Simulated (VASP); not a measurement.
Set up this calculation in VASP 6.6.1, as the native input.

```
Task                   : single point
Functional             : PBE
Dispersion             : D3(BJ)
Potentials or basis    : VASP PAW PBE potentials, release 64 (S, W_sv)
Cutoff                 : 520 eV
k mesh                 : 12 × 12 × 1
Occupations            : gaussian, width 0.05 eV
Spin                   : no spin polarisation
Dipole correction      : yes
Further INCAR settings : ALGO = Normal; EDIFF = 1e-07; NBANDS = 20
```

The structure of WS2 lies in POSCAR:

```
WS2
1.0
    3.1829541700      0.0000000000      0.0000000000
   -1.5914770800      2.7565191700      0.0000000000
    0.0000000000      0.0000000000     21.1191467855
S W
2 1
Direct
    0.6666666700      0.3333333400      0.4261535796
    0.6666666700      0.3333333400      0.5738464204
    0.3333333300      0.6666666600      0.4999883100
```

The input as run:

INCAR

```
SYSTEM = WS2
PREC     = Accurate       ! precision mode
ENCUT    = 520            ! plane-wave cutoff, eV
EDIFF    = 1E-7           ! SCF threshold, eV
ISMEAR   = 0              ! smearing method
SIGMA    = 0.05           ! smearing width, eV
LREAL    = .False.        ! projectors in reciprocal space
LASPH    = .True.         ! aspherical terms in the spheres
NELM     = 60             ! most SCF steps
ALGO     = Normal         ! electronic algorithm
ISIF     = 2              ! what is computed and relaxed
LWAVE    = .False.        ! write WAVECAR
LCHARG   = .True.         ! write CHGCAR
LDIPOL   = .True.       
IDIPOL   = 3            
DIPOL    = 0.5 0.5 0.500
GGA      = PE             ! functional
IVDW     = 12             ! dispersion correction
LELF     = .True.         ! ELF
LVHAR    = .True.       
LVACPOTAV= .True.       
NBANDS   = 20             ! bands
```

KPOINTS

```
regular mesh
0
Gamma
  12 12 1
  0 0 0
```

Potentials or basis: VASP PAW PBE potentials, release 64 (S, W_sv).

Run with:

```sh
$ cat potpaw_PBE.64/S/POTCAR potpaw_PBE.64/W_sv/POTCAR > POTCAR
$ mpirun -np 1 vasp_std > vasp.out
```

It gave:

| Item | Value |
| --- | --- |
| Largest force | 0.170 eV/Å |
| Band gap on the k mesh | 1.80 eV |
| Dispersion energy per atom | -0.306 eV |

Caveat: spin-orbit coupling is left out, which moves the levels of the heavy elements.

It took 99 s on 1 thread of AMD EPYC 7R43 64-Core Processor (Zen 3), on a shared host, peak memory 0.28 GiB.
